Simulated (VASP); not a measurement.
## ZnS: single point with r2SCAN+D4

Crystal: ZnS.

```
Zn S
1.0
     3.75949    0.00000    0.00000
    -1.87975    3.25582    0.00000
     0.00000    0.00000    6.14975
Zn S
2 2
Direct
  0.66667 0.33333 0.50000
  0.33333 0.66667 0.00000
  0.66667 0.33333 0.88500
  0.33333 0.66667 0.38500
```

```
Program             : VASP 6.6.1
Task                : single point
Functional          : r2SCAN
Dispersion          : D4
Potentials or basis : VASP PAW PBE potentials, release 64 (Zn, S)
Cutoff              : 520 eV
k mesh              : 8 × 8 × 5
Occupations         : fermi-dirac, width 0.05 eV
Spin                : no spin polarisation
```

| Quantity | Value |
| --- | --- |
| Pressure | 2.8 GPa |
| Largest force | 0.381 eV/Å |
| Band gap on the k mesh | 3.03 eV |
| Dispersion energy per atom | -0.120 eV |

Forces on the atoms (eV/Å):
```
Zn   0.000  0.000  0.381
Zn   0.000  0.000  0.381
S    0.000  0.000 -0.381
S    0.000  0.000 -0.381
```

Stress tensor (GPa, compression positive):
```
3.63 0.00 0.00
0.00 3.63 0.00
0.00 0.00 1.02
```

Levels at points of the mesh, in eV from the valence-band top:
| k point | band 14 | band 15 | band 16 | band 17 | band 18 | band 19 | band 20 | band 21 | band 22 | band 23 |
| --- | --- | --- | --- | --- | --- | --- | --- | --- | --- | --- |
| (0.00, 0.00, 0.00) | -0.93 | -0.93 | 0.00 | 0.00 | 0.00 | 3.03 | 3.59 | 6.76 | 6.76 | 7.10 |
| (0.50, 0.00, 0.00) | -4.44 | -3.42 | -2.46 | -1.70 | -1.07 | 3.96 | 4.90 | 5.50 | 7.58 | 8.19 |

It took 2.9 min on 1 thread of Intel(R) Xeon(R) Platinum 8259CL CPU @ 2.50GHz (Skylake/Cascade Lake), on a shared host, peak memory 0.22 GiB.

Caveat: the PAW data sets were made with another functional, which shifts forces and pressure a little. r2SCAN opens gaps a little over a GGA but as a rule still falls short of measured ones.
